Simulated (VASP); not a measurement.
Runs of VASP 6.6.1 on Ir. The structure is that of space group I4/mmm (No. 139), or close to it. The cells are those of the table. 

| cell | gap on the mesh (eV) | pressure (GPa) |
| --- | --- | --- |
| a = 2.885, b = 2.885, c = 2.488 Å, angles 64.5, 64.5, 51.1°, 1 atom | none | 14.5 |
| a = 2.660, b = 2.660, c = 2.866 Å, angles 57.4, 57.4, 65.2°, 1 atom | none | 0.5 |
| a = 2.645, b = 2.645, c = 2.949 Å, angles 56.1, 56.1, 67.8°, 1 atom | none | (a) |
| a = 2.822, b = 2.822, c = 2.555 Å, angles 63.1, 63.1, 53.8°, 1 atom | none | 4.4 |

Alike in all rows: task single point; level PBEsol; potentials or basis VASP PAW PBE potentials, release 64 (Ir_sv_GW); no spin polarisation; k mesh 24 × 24 × 24; cutoff (eV) 560; smearing gaussian 0.15 eV.

**Question.** Estimate the missing entries.

**Answer.** (a) 5.3.

Caveats: the PAW data sets were made with another functional, which shifts forces and pressure a little; spin-orbit coupling is left out, which moves the levels of the heavy elements; the stress differs along the axes, from -39 to 41 GPa (at least some runs); the stress differs along the axes, from -16 to 32 GPa (at least some runs); the stress differs along the axes, from -11 to 38 GPa (at least some runs); the stress differs along the axes, from -37 to 25 GPa (at least some runs).

A k mesh can miss the band edges, and the runs leave out spin-orbit coupling on Ir.

A gap of «none» marks levels without a gap at the run's occupations.
